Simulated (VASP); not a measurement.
A run of VASP 6.6.1:

INCAR

```
SYSTEM = InGa3P4
PREC = Accurate
ENCUT = 600
EDIFF = 1E-6
ISMEAR = 0
SIGMA = 0.02
LREAL = .FALSE.
LASPH = .TRUE.
NELM = 80
ALGO = Normal
ISIF = 3
LWAVE = .FALSE.
LCHARG = .FALSE.
GGA = PE
IBRION = 2
NSW = 100
EDIFFG = -0.01
```

KPOINTS

```
Automatic mesh
0
G
  6 6 6
  0 0 0
```

POSCAR

```
InGa3P4
1.0
    5.6208979567      0.0000000000      0.0000000000
    0.0000000000      5.6208979567      0.0000000000
    0.0000000000      0.0000000000      5.6208979567
In Ga P
1 3 4
Direct
    0.5000000000      0.5000000000      0.5000000000
    0.0000000000      0.0000000000      0.5000000000
    0.0000000000      0.5000000000      0.0000000000
    0.5000000000      0.0000000000      0.0000000000
    0.7600127525      0.7600127525      0.7600127525
    0.7600127525      0.2399872475      0.2399872475
    0.2399872475      0.7600127525      0.2399872475
    0.2399872475      0.2399872475      0.7600127525
```

Potentials or basis: VASP PAW PBE potentials, release 64 (In_d, Ga_d, P).

The run is started by

```console
$ cat potpaw_PBE.64/In_d/POTCAR potpaw_PBE.64/Ga_d/POTCAR potpaw_PBE.64/P/POTCAR > POTCAR
$ mpirun -np 1 vasp_std > vasp.out
```

Hardware: 1 thread of Intel(R) Xeon(R) Platinum 8488C (Sapphire Rapids), on a shared host.

**Question.** Estimate the wall time of this run.

**Answer.** It took 3.6 min on 1 thread of Intel(R) Xeon(R) Platinum 8488C (Sapphire Rapids), on a shared host, peak memory 0.42 GiB. Counts: scf iterations 15, k points 20, ion steps 1.
